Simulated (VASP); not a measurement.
The system is AlP.

```
Al P
1.0
     0.00000    2.73926    2.73926
     2.73926    0.00000    2.73926
     2.73926    2.73926    0.00000
Al P
1 1
Direct
  0.00000 0.00000 0.00000
  0.25000 0.25000 0.25000
```

Base run:

* Program: VASP 6.6.1
* Functional: PBE
* Potentials or basis: VASP PAW PBE potentials, release 64 (Al, P)
* Cutoff: 500 eV
* k mesh: 5 × 5 × 5
* Occupations: gaussian, width 0.01 eV
* Spin: no spin polarisation

Its results: band gap on the k mesh 1.83 eV (least direct gap 3.22 eV); pressure 1.4 GPa.

Question: The run is repeated on the same cell with these changes: k mesh from 5 × 5 × 5 to 2 × 2 × 2. What comes out?

Answer: Band gap on the k mesh 1.40 eV (least direct gap 3.18 eV); pressure 7.2 GPa.

Caveats: some runs use coarse meshes; an odd mesh through Γ misses points on the zone boundary, where band edges can lie (at least some runs).
